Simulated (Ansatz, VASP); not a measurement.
BN in VASP and in Ansatz

```
B N
1.0
     0.00000    1.78311    1.87227
     1.78311    0.00000    1.87227
     1.78311    1.78311    0.00000
B N
1 1
Cartesian
  0.0000 0.0000 0.0000
  2.6747 2.6747 2.8084
```

Alike in both runs: task single point; functional PBE; k mesh 12 × 12 × 12; occupations gaussian, width 0.05 eV; no spin polarisation.

|  | VASP | Ansatz |
| --- | --- | --- |
| version | VASP 6.6.1 | Ansatz 0.2.0 |
| potentials or method | VASP PAW PBE potentials, release 64 (B, N), cutoff 520 eV | scalar-relativistic, plane waves, PAW |
| valence electrons in the cell | 8 | 8 |

```csv
,VASP,Ansatz,Ansatz less VASP
gap on the k mesh at the Fermi level (eV),4.01,4.02,+0.011
least direct gap on the mesh (eV),8.51,8.52,+0.010
pressure (GPa),0.2,0.0,-0.23
"traceless stress, the component that is largest in VASP (GPa)",-21.22,-21.20,+0.019
```

With one functional, cell and mesh, what is left measures potentials, basis and numerics.
